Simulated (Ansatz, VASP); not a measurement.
# GeS3 in VASP and in Ansatz

INCAR

```
SYSTEM = GeS3
PREC = Accurate
ENCUT = 600
EDIFF = 1E-6
ISMEAR = 0
SIGMA = 0.1
LREAL = .False.
LASPH = .True.
NELM = 60
ALGO = Normal
ISIF = 3
LWAVE = .False.
LCHARG = .False.
GGA = PE
IBRION = 2
NSW = 100
EDIFFG = -0.01
```

KPOINTS

```
Automatic mesh
0
Gamma
  12 12 12
  0 0 0
```

File POSCAR:

```
GeS3
1.0
   -2.6588527771      2.6588527771      2.6588527771
    2.6588527771     -2.6588527771      2.6588527771
    2.6588527771      2.6588527771     -2.6588527771
Ge S
1 3
Direct
    0.0000000000      0.0000000000      0.0000000000
    0.0000000000      0.5000000000      0.5000000000
    0.5000000000      0.0000000000      0.5000000000
    0.5000000000      0.5000000000      0.0000000000
```

Input for Ansatz:

```yaml
crystal:
  lattice:
    - [-2.6588527771, 2.6588527771, 2.6588527771]
    - [2.6588527771, -2.6588527771, 2.6588527771]
    - [2.6588527771, 2.6588527771, -2.6588527771]
  atoms:
    - { symbol: Ge, position: [0.0, 0.0, 0.0] }
    - { symbol: S, position: [0.0, 0.5, 0.5] }
    - { symbol: S, position: [0.5, 0.0, 0.5] }
    - { symbol: S, position: [0.5, 0.5, 0.0] }
basis:
  ecutwfc: 420
kpoints:
  mp_grid: { grid: [12, 12, 12] }
hamiltonian:
  xc: pbe
scf:
  occupations: { method: gaussian, width: 0.1 }
output:
  forces: true
  stress: true
  eigenvalues: true
  write_density: true
  write_potential: true
  elf: true
  volumetric_format: npy
relax:
  adjacent_minimum: "off"
  f_tol: 0.01
  max_steps: 80
  cell: { stress_tol: 0.05 }
```

Change from the starting cell: species swapped into the Sb3Au type (Im-3m, No. 229).

Alike in both runs: task relaxation of cell and atoms; functional PBE; k mesh 12 × 12 × 12; occupations gaussian, width 0.1 eV; no spin polarisation.

|  | VASP | Ansatz |
| --- | --- | --- |
| version | VASP 6.6.1 | Ansatz 0.2.0 |
| potentials or method | VASP PAW PBE potentials, release 64 (Ge_d, S), cutoff 600 eV | scalar-relativistic, plane waves, PAW |
| valence electrons in the cell | 32 | 32 |

|  | VASP | Ansatz | Ansatz less VASP |
| --- | --- | --- | --- |
| gap on the k mesh at the Fermi level, each at its own relaxed structure (eV) | none | none | - |
| relaxed volume (Å³/atom) | 18.55 | 18.59 | +0.040 |
| relaxed cell length with the largest relative difference (Å) | 4.585 | 4.589 | +0.0033 |

A gap of «none» marks a metal or a gap that the smearing closes.
